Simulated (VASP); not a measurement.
# Os2C3 (P-3m1) in VASP: further runs

The runs below take Os2C3 through single point, relaxation of cell and atoms, with PBE.

Everything below comes from runs of VASP 6.6.1. Logs are shortened: lines on timing, memory, paths and dates and some standing lists are left out, and cuts for length are marked.

## 1. The cell of the first run

It takes space group P-3m1 (No. 164, trigonal). Conventional cell: a = 3.296 Å, b = 3.296 Å, c = 5.128 Å, α = 90.00°, β = 90.00°, γ = 120.00°. Within 2.6 Å of Os (site symmetry 3m) lie 7 C at 1.98 to 2.28 Å. Within 3.0 Å of C (site symmetry -3m) lie 6 Os at 2.28 Å and 6 C at 2.63 Å. Within 2.7 Å of C (site symmetry 3m) lie 4 Os at 1.98 to 2.05 Å and 6 C at 2.42 to 2.63 Å.

## 2. Single point, PBE

Input file INCAR:

```
SYSTEM = Os2C3
PREC     = Accurate       ! precision mode
ENCUT    = 520            ! plane-wave cutoff, eV
EDIFF    = 1E-6           ! SCF threshold, eV
ISMEAR   = 0              ! smearing method
SIGMA    = 0.1            ! smearing width, eV
LREAL    = .FALSE.        ! projectors in reciprocal space
LASPH    = .TRUE.         ! aspherical terms in the spheres
NELM     = 100            ! most SCF steps
ALGO     = Normal         ! electronic algorithm
ISIF     = 2              ! what is computed and relaxed
LWAVE    = .FALSE.        ! write WAVECAR
LCHARG   = .FALSE.        ! write CHGCAR
GGA      = PE             ! functional
NBANDS   = 22             ! bands
```

Input file KPOINTS:

```
regular mesh
0
G
  6 6 4
  0 0 0
```

Input file POSCAR:

```
Os2C3
1.0
    3.2958544583      0.0000000000      0.0000000000
   -1.6479272291      2.8542936880      0.0000000000
    0.0000000000      0.0000000000      5.1278141698
Os C
2 3
Direct
    0.3333333333      0.6666666667      0.2450000000
    0.6666666667      0.3333333333      0.7550000000
    0.0000000000      0.0000000000      0.0000000000
    0.3333333333      0.6666666667      0.6450000000
    0.6666666667      0.3333333333      0.3550000000
```

Potentials or basis: VASP PAW PBE potentials, release 64 (Os, C).

Run with:

```bash
cat potpaw_PBE.64/Os/POTCAR potpaw_PBE.64/C/POTCAR > POTCAR
mpirun -np 1 vasp_std > vasp.out
```

OUTCAR:

```text
SYSTEM = Os2C3
   PREC = Accurate
   ENCUT = 520
   EDIFF = 1E-6
   ISMEAR = 0
   LREAL = .FALSE.
   LASPH = .TRUE.
   NELM = 100
   ISIF = 2
   GGA = PE

 ion  position               nearest neighbor table
   1  0.333  0.667  0.245-   5 1.98   5 1.98   5 1.98   4 2.05   3 2.28   3 2.28   3 2.28   2 3.15
                             2 3.15   2 3.15   2 3.23   2 3.23   2 3.23
   2  0.667  0.333  0.755-   4 1.98   4 1.98   4 1.98   5 2.05   3 2.28   3 2.28   3 2.28   1 3.15
                             1 3.15   1 3.15   1 3.23   1 3.23   1 3.23
   3  0.000  0.000  0.000-   1 2.28   2 2.28   1 2.28   2 2.28   2 2.28   1 2.28
   4  0.333  0.667  0.645-   2 1.98   2 1.98   2 1.98   1 2.05
   5  0.667  0.333  0.355-   1 1.98   1 1.98   1 1.98   2 2.05

  LATTYP: Found a hexagonal cell.
 ALAT       =     3.2958544583
 C/A-ratio  =     1.5558375634

  Lattice vectors:

 A1 = (   3.2958544583,   0.0000000000,   0.0000000000)
 A2 = (  -1.6479272291,   2.8542936880,   0.0000000000)
 A3 = (   0.0000000000,   0.0000000000,   5.1278141698)

Analysis of symmetry for initial positions (statically):
=====================================================================
 Subroutine PRICEL returns:
 Original cell was already a primitive cell.

 Routine SETGRP: Setting up the symmetry group for a
 hexagonal supercell.

 Subroutine GETGRP returns: Found 12 space group operations
 (whereof 12 operations were pure point group operations)
 out of a pool of 24 trial point group operations.

The static configuration has the point symmetry D_3d.

Analysis of symmetry for dynamics (positions and initial velocities):
=====================================================================
 Subroutine PRICEL returns:
 Original cell was already a primitive cell.

 Routine SETGRP: Setting up the symmetry group for a
 hexagonal supercell.

 Subroutine GETGRP returns: Found 12 space group operations
 (whereof 12 operations were pure point group operations)
 out of a pool of 24 trial point group operations.

The dynamic configuration has the point symmetry D_3d.

 Subroutine INISYM returns: Found 12 space group operations
 (whereof 12 operations are pure point group operations),
 and found     1 'primitive' translations

----------------------------------------------------------------------------------------

                                     Primitive cell

  volume of cell :      48.2391

  direct lattice vectors                    reciprocal lattice vectors
     3.295854458  0.000000000  0.000000000     0.303411456  0.175174686  0.000000000
    -1.647927229  2.854293688  0.000000000     0.000000000  0.350349372  0.000000000
     0.000000000  0.000000000  5.127814170     0.000000000  0.000000000  0.195014867

  length of vectors
     3.295854458  3.295854458  5.127814170     0.350349372  0.350349372  0.195014867

  position of ions in fractional coordinates (direct lattice)
     0.333333333  0.666666667  0.245000000
     0.666666667  0.333333333  0.755000000
     0.000000000  0.000000000  0.000000000
     0.333333333  0.666666667  0.645000000
     0.666666667  0.333333333  0.355000000

  ion indices of the primitive-cell ions
   primitive index   ion index
                 1           1
                 2           2
                 3           3
                 4           4
                 5           5

----------------------------------------------------------------------------------------

 KPOINTS: regular mesh

Automatic generation of k-mesh.
 Grid dimensions read from file:
 generate k-points for:    6    6    4

 Generating k-lattice:

  Cartesian coordinates                     Fractional coordinates (reciprocal lattice)
     0.050568576  0.029195781  0.000000000     0.166666667  0.000000000  0.000000000
     0.000000000  0.058391562  0.000000000     0.000000000  0.166666667  0.000000000
     0.000000000  0.000000000  0.048753717     0.000000000  0.000000000  0.250000000

  Length of vectors
     0.058391562  0.058391562  0.048753717

  Shift w.r.t. Gamma in fractional coordinates (k-lattice)
     0.000000000  0.000000000  0.000000000

 Subroutine IBZKPT returns following result:
 ===========================================

 Found     24 irreducible k-points:

 Following reciprocal coordinates:
            Coordinates               Weight
  0.000000  0.000000  0.000000      1.000000
  0.166667  0.000000  0.000000      6.000000
  0.333333  0.000000  0.000000      6.000000
  0.500000  0.000000  0.000000      3.000000
  0.166667  0.166667  0.000000      6.000000
  0.333333  0.166667  0.000000     12.000000
[... 16 lines left out ...]
  0.333333  0.166667  0.500000     12.000000
  0.333333  0.333333  0.500000      2.000000
   k-points           NKPTS =     24   k-points in BZ     NKDIM =     24   number of bands    NBANDS=     22
   number of dos      NEDOS =    301   number of ions     NIONS =      5
   total plane-waves  NPLWV =  31360
   dimension x,y,z NGX =    28 NGY =   28 NGZ =   40
   dimension x,y,z NGXF=    56 NGYF=   56 NGZF=   80
   ions per type =               2   3
   NGX,Y,Z   is equivalent  to a cutoff of  14.12, 14.12, 12.97 a.u.
   NGXF,Y,Z  is equivalent  to a cutoff of  28.25, 28.25, 25.94 a.u.
 SYSTEM =  Os2C3
   PREC   = accura    normal or accurate (medium, high low for compatibility)
   ISTART =      0    job   : 0-new  1-cont  2-samecut
   ICHARG =      2    charge: 1-file 2-atom 10-const
   ISPIN  =      1    spin polarized calculation?
   LNONCOLLINEAR =      F non collinear calculations
   LSORBIT =      F    spin-orbit coupling
   LASPH  =      T    aspherical Exc in radial PAW
   ENCUT  =  520.0 eV  38.22 Ry    6.18 a.u.   6.13  6.13  9.53*2*pi/ulx,y,z
   NELM   =    100;   NELMIN=  2; NELMDL= -5     # of ELM steps
   EDIFF  = 0.1E-05   stopping-criterion for ELM
   LREAL  =      F    real-space projection
   EDIFFG = 0.1E-04   stopping-criterion for IOM
   NSW    =      0    number of steps for IOM
   IBRION =     -1    ionic relax: 0-MD 1-quasi-New 2-CG
   NFREE  =      0    steps in history (QN), initial steepest desc. (CG)
   ISIF   =      2    stress and relaxation
   ISYM   =      2    0-nonsym 1-usesym 2-fastsym
   POTIM  = 0.5000    time-step for ionic-motion
   TEBEG  =    0.0;   TEEND  =   0.0 temperature during run
   PSTRESS=    0.0 pullay stress
   NELECT =      28.0000    total number of electrons
   NUPDOWN=      -1.0000    fix difference up-down
   EMIN   =  10.00;   EMAX   =-10.00  energy-range for DOS
   EFERMI =   0.00;   METHOD = LEGACY
   ISMEAR =     0;   SIGMA  =   0.10  broadening in eV -4-tet -1-fermi 0-gaus
   EFERMI_NEDOS =   21; number of points for ismear=-14 and -15
   IALGO  =     38    algorithm
   IMIX   =      4    mixing-type and parameters
     AMIX     =   0.40;   BMIX     =  1.00
     AMIX_MAG =   1.60;   BMIX_MAG =  1.00
  volume/ion in A,a.u.               =       9.65        65.11
  Fermi-wavevector in a.u.,A,eV,Ry     =   1.365614  2.580636 25.373514  1.864901
  Thomas-Fermi vector in A             =   2.491827
   LORBIT       =      0    0 simple, 1 ext, 2 COOP (PROOUT), +10 PAW based schemes
   GGA     = PE    functional components
   LHFCALC =     F    Hartree Fock is set to
   AEXX    =    0.0000 exact exchange contribution
   IVDW    =     0    specifies the selected vdW correction
   LEPSILON=     F    determine dielectric tensor
   LRPA    =     F    only Hartree local field effects (RPA)
 non-spin polarized calculation
 Gauss-broadening in eV      SIGMA  =   0.10
  energy-cutoff  :      520.00
  volume of cell :       48.24
 maximum number of plane-waves:      1326
 NGX is ok and might be reduce to    28
   NGX = 13   NGY = 13   NGZ = 19

 number of electron      28.0000001 magnetization

 Free energy of the ion-electron system (eV)
  ---------------------------------------------------
  ext. energy  EPLUGINS =         0.00000000
  ---------------------------------------------------
  free energy    TOTEN  =       -42.41404450 eV

  energy without entropy =      -42.39673544  energy(sigma->0) =      -42.40538997

 E-fermi :   9.0267     XC(G=0): -13.3178

 val. band max:        8.9955940010   @ k =   0.3333   0.0000   0.0000
 cond. band min:       9.0432616181   @ k =   0.0000   0.1667   0.2500
 fundamental gap:      0.0476676171
 Fermi energy:         9.0266525057

 k-point     1 :       0.0000    0.0000    0.0000
  band No.  band energies     occupation
      1      -7.0160      2.00000
      2      -3.5662      2.00000
      3      -1.7895      2.00000
      4       1.9788      2.00000
      5       1.9788      2.00000
      6       2.0724      2.00000
[... 14 lines left out ...]
     21      17.0077      0.00000
     22      17.0077      0.00000

 k-point     2 :       0.1667    0.0000    0.0000
  band No.  band energies     occupation
      1      -6.4967      2.00000
      2      -3.1938      2.00000
      3      -2.0836      2.00000
      4       1.3709      2.00000
      5       1.8910      2.00000
      6       2.2421      2.00000
[... 14 lines left out ...]
     21      16.5173      0.00000
     22      16.6941      0.00000

 k-point     3 :       0.3333    0.0000    0.0000
  band No.  band energies     occupation
      1      -5.1745      2.00000
      2      -2.9091      2.00000
      3      -2.3796      2.00000
      4       0.8044      2.00000
      5       2.2097      2.00000
      6       2.2927      2.00000
[... 14 lines left out ...]
     21      15.4051      0.00000
     22      16.0594      0.00000
[... 476 lines left out ...]
 k-point    23 :       0.3333    0.1667    0.5000
  band No.  band energies     occupation
      1      -3.8744      2.00000
      2      -2.8274      2.00000
      3      -2.6650      2.00000
      4       0.2644      2.00000
      5       1.6275      2.00000
      6       2.0131      2.00000
[... 14 lines left out ...]
     21      14.7318      0.00000
     22      15.2907      0.00000

 k-point    24 :       0.3333    0.3333    0.5000
  band No.  band energies     occupation
      1      -3.0523      2.00000
      2      -3.0523      2.00000
      3      -2.5999      2.00000
      4       0.7625      2.00000
      5       0.7625      2.00000
      6       1.5605      2.00000
[... 14 lines left out ...]
     21      14.4698      0.00000
     22      15.3242      0.00000

------------------------ aborting loop because EDIFF is reached ----------------------------------------

  FORCE on cell =-STRESS in cart. coord.  units (eV):
  Direction    XX          YY          ZZ          XY          YZ          ZX
  --------------------------------------------------------------------------------------
  -------------------------------------------------------------------------------------
  Total        7.5662225      7.5662225      8.1667853      0.0000000     -0.0000000      0.0000000
  in kB      251.2989836    251.2989836    271.2456354      0.0000000     -0.0000000      0.0000000
  external PRESSURE =     257.9478675 kB  Pullay stress =       0.0000000 kB

 VOLUME and BASIS-vectors are now :
 -----------------------------------------------------------------------------
  energy-cutoff  :      520.00
  volume of cell :       48.24
      direct lattice vectors                 reciprocal lattice vectors
     3.295854458  0.000000000  0.000000000     0.303411456  0.175174686  0.000000000
    -1.647927229  2.854293688  0.000000000     0.000000000  0.350349372  0.000000000
     0.000000000  0.000000000  5.127814170     0.000000000  0.000000000  0.195014867

 POSITION                                       TOTAL-FORCE (eV/Angst)
 -----------------------------------------------------------------------------------
     -0.00000      1.90286      1.25631        -0.000000     -0.000000      0.894597
      1.64793      0.95143      3.87150         0.000000      0.000000     -0.894597
      0.00000      0.00000      0.00000        -0.000000      0.000000      0.000000
     -0.00000      1.90286      3.30744         0.000000     -0.000000     -1.189652
      1.64793      0.95143      1.82037        -0.000000      0.000000      1.189652
 -----------------------------------------------------------------------------------
    total drift:                                0.000000     -0.000000     -0.000000

  FREE ENERGIE OF THE ION-ELECTRON SYSTEM (eV)
  ---------------------------------------------------
  free  energy   TOTEN  =       -42.4140444959 eV

  energy  without entropy=      -42.3967354378  energy(sigma->0) =      -42.40538997
```

Wall time 16 s (1 thread of Intel Xeon 6975P-C (Granite Rapids), shared host); peak memory 0.18 GiB.

Results:

```
Free energy            : -42.4140 eV
Pressure               : 25.8 GPa
Largest force          : 1.190 eV/Å
Band gap on the k mesh : zero (bands 14 and 15 overlap by 1.12 eV)
```

Forces in eV/Å, atoms in the order of the input:
```
Os   0.000  0.000  0.895
Os   0.000  0.000 -0.895
C    0.000  0.000  0.000
C    0.000  0.000 -1.190
C    0.000  0.000  1.190
```

Caveat: the k points lie up to 0.37 Å⁻¹ apart, too coarse for converged energies and pressures of a metal; spin-orbit coupling is left out, which moves the levels of the heavy elements; forces of over 1 eV/Å act on the atoms, so gaps and moduli don't describe the material at rest.

## 3. Single point, PBE

This run uses another cell than the first one, of 10.47 Å³/atom.

Input file INCAR:

```
ALGO = Normal ; EDIFF = 1E-6
ENCUT = 520 ; GGA = PE
ISIF = 2 ; ISMEAR = 0
LASPH = T ; LCHARG = F
LREAL = F ; LWAVE = F
NBANDS = 22 ; NELM = 80
PREC = Accurate ; SIGMA = 0.1
```

Input file KPOINTS:

```
k-points
0
Gamma
  6 6 4
```

Input file POSCAR:

```
Os2C3
1.0
    3.3075128704      0.0000000000      0.0000000000
   -1.6537564352      2.8643901691      0.0000000000
    0.0000000000      0.0000000000      5.5248605708
Os C
2 3
Direct
    0.3333333333      0.6666666667      0.2592642673
    0.6666666667      0.3333333333      0.7407357327
    0.0000000000      0.0000000000      0.0000000000
    0.3333333333      0.6666666667      0.6324292397
    0.6666666667      0.3333333333      0.3675707603
```

Potentials or basis: VASP PAW PBE potentials, release 64 (Os, C).

Run with:

```bash
cat potpaw_PBE.64/Os/POTCAR potpaw_PBE.64/C/POTCAR > POTCAR
mpirun -np 1 vasp_std > vasp.out
```

It took 19 s on 1 thread of Intel Xeon 6975P-C (Granite Rapids), shared host; peak memory 0.18 GiB.

It converged, with:

```yaml
Free_energy: -42.8936 eV
Pressure: 2.7 GPa
Largest_force: 0.226 eV/Å
Band_gap_on_the_k_mesh: zero (bands 14 and 15 overlap by 1.03 eV)
```

Forces on the atoms (eV/Å):
```
Os   0.000  0.000 -0.226
Os   0.000  0.000  0.226
C    0.000  0.000  0.000
C    0.000  0.000 -0.044
C    0.000  0.000  0.044
```

Stress tensor (GPa, compression positive):
```
2.73 0.00 0.00
0.00 2.73 0.00
0.00 0.00 2.50
```

Levels at points of the mesh, in eV from the Fermi level:
```csv
k point,band 10,band 11,band 12,band 13,band 14,band 15,band 16,band 17,band 18,band 19
"(0.00, 0.00, 0.00)",-2.31,-2.31,-1.91,-1.91,0.51,1.55,1.55,1.89,3.15,5.33
"(0.50, 0.00, 0.00)",-2.83,-2.65,-1.98,-0.85,-0.58,-0.35,-0.04,1.63,2.84,3.33
"(0.00, 0.00, 0.50)",-1.69,-1.60,-1.60,-1.09,-0.76,-0.12,-0.12,2.22,4.29,6.40
"(0.50, 0.00, 0.50)",-3.16,-2.34,-1.46,-0.96,-0.90,0.41,0.64,1.98,2.61,3.95
```

Caveat: the k points lie up to 0.37 Å⁻¹ apart, too coarse for converged energies and pressures of a metal; spin-orbit coupling is left out, which moves the levels of the heavy elements.

## 4. Relaxation of cell and atoms, PBE

Input file INCAR:

```
PREC = Accurate
ENCUT = 600
EDIFF = 1E-6
ISMEAR = 0
SIGMA = 0.1
LREAL = False
LASPH = True
NELM = 100
ALGO = Normal
ISIF = 3
LWAVE = False
LCHARG = False
GGA = PE
IBRION = 2
NSW = 90
EDIFFG = -0.04
```

Input file KPOINTS:

```
regular mesh
0
Gamma
  6 6 4
```

Input file POSCAR:

```
Os2C3
1.0
    3.2958544583      0.0000000000      0.0000000000
   -1.6479272291      2.8542936880      0.0000000000
    0.0000000000      0.0000000000      5.1278141698
Os C
2 3
Direct
    0.3333333333      0.6666666667      0.2450000000
    0.6666666667      0.3333333333      0.7550000000
    0.0000000000      0.0000000000      0.0000000000
    0.3333333333      0.6666666667      0.6450000000
    0.6666666667      0.3333333333      0.3550000000
```

Run with:

```bash
cat potpaw_PBE.64/Os/POTCAR potpaw_PBE.64/C/POTCAR > POTCAR
mpirun -np 1 vasp_std > vasp.out
```

Wall time 1.9 min (1 thread of Intel Xeon 6975P-C (Granite Rapids), shared host); peak memory 0.2 GiB.

The run converged. Its results:

```
Free energy                           : -42.8963 eV
Relaxed volume                        : 10.54 Å³/atom
Relaxed cell                          : a = 3.315 Å, b = 3.315 Å, c = 5.537 Å, α = 90.00°, β = 90.00°, γ = 120.00°
Space group after relaxing (to 0.1 Å) : P-3m1 (No. 164)
Energy gained by relaxing             : 95.9 meV/atom
Ionic steps                           : 11
Pressure after relaxing               : 0.0 GPa
Largest force after relaxing          : 0.034 eV/Å
Band gap on the k mesh                : zero (bands 14 and 15 overlap by 1.02 eV)
```

Forces on the atoms (eV/Å):
```
Os   0.000  0.000 -0.018
Os   0.000  0.000  0.018
C    0.000  0.000  0.000
C    0.000  0.000 -0.034
C    0.000  0.000  0.034
```

Stress tensor (GPa, compression positive):
```
 0.05  0.00  0.00
 0.00  0.05  0.00
 0.00  0.00 -0.11
```

The path:
```csv
step,energy change (eV),largest force (eV/Å),pressure (GPa),volume (Å³)
1,0.0000,1.1884,25.72,48.24
2,0.4976,1.3930,-31.84,59.88
3,-0.3358,0.9117,-3.29,52.36
4,-0.3365,0.9034,-2.24,52.17
5,-0.4362,0.1961,1.02,52.21
6,-0.4404,0.5114,2.02,52.22
7,-0.4755,0.1082,-2.10,53.13
8,-0.4781,0.0283,-1.30,52.94
9,-0.4773,0.0811,1.79,52.45
10,-0.4792,0.0462,0.01,52.72
11,-0.4795,0.0344,0.00,52.70
```

Final structure:
```
CELL_PARAMETERS angstrom
3.31536 0.00000 0.00000
-1.65768 2.87119 0.00000
0.00000 0.00000 5.53667
ATOMIC_POSITIONS crystal
Os 0.33333 0.66667 0.25844
Os 0.66667 0.33333 0.74156
C 0.00000 0.00000 0.00000
C 0.33333 0.66667 0.63194
C 0.66667 0.33333 0.36806
```

Levels at points of the mesh, in eV from the Fermi level:
| k point | band 12 | band 13 | band 14 | band 15 | band 16 | band 17 |
| --- | --- | --- | --- | --- | --- | --- |
| (0.00, 0.00, 0.00) | -1.88 | -1.88 | 0.48 | 1.54 | 1.54 | 1.89 |
| (0.50, 0.00, 0.00) | -1.95 | -0.84 | -0.57 | -0.36 | -0.04 | 1.65 |
| (0.00, 0.00, 0.50) | -1.57 | -1.10 | -0.74 | -0.12 | -0.12 | 2.18 |
| (0.50, 0.00, 0.50) | -1.43 | -0.95 | -0.86 | 0.39 | 0.63 | 2.00 |

Caveat: the k points lie up to 0.36 Å⁻¹ apart in the final cell, too coarse for converged energies and pressures of a metal; spin-orbit coupling is left out, which moves the levels of the heavy elements.

(Continued in part 2 of 2.)
